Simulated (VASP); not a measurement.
Crystal: TaSi2.

```
Ta Si
1.0
     4.78390    0.00000    0.00000
    -2.39195    4.14298    0.00000
     0.00000    0.00000    6.57000
Ta Si
3 6
Direct
  0.50000 0.00000 0.00000
  0.50000 0.50000 0.66667
  0.00000 0.50000 0.33333
  0.15897 0.31794 0.00000
  0.84103 0.15897 0.66667
  0.68206 0.84103 0.33333
  0.84103 0.68206 0.00000
  0.15897 0.84103 0.66667
  0.31794 0.15897 0.33333
```

Base run:

```yaml
Program: VASP 6.6.1
Functional: PBE
Potentials_or_basis: VASP PAW PBE potentials, release 64 (Ta_pv, Si)
Cutoff: 520 eV
k_mesh: 9 × 9 × 6
Occupations: gaussian, width 0.05 eV
Spin: no spin polarisation
```

Its results: band gap on the k mesh zero (an odd number of electrons rules out a gap without spin polarisation); pressure 2.6 GPa; largest force 0.014 eV/Å.

Problem. The run is repeated on the same cell with these changes: functional from PBE to r2SCAN; further incar settings from ALGO = Normal; EDIFF = 1e-06; NBANDS = 38 to ALGO = Normal; EDIFF = 1e-07; NBANDS = 38. What comes out?

Solution. Band gap on the k mesh zero (an odd number of electrons rules out a gap without spin polarisation); pressure -0.6 GPa; largest force 0.083 eV/Å.

Caveats: spin-orbit coupling is left out, which moves the levels of the heavy elements; an odd number of electrons without spin polarisation forces a metal; a magnetic or distorted state may lie lower; the PAW data sets were made with another functional, which shifts forces and pressure a little (at least some runs).
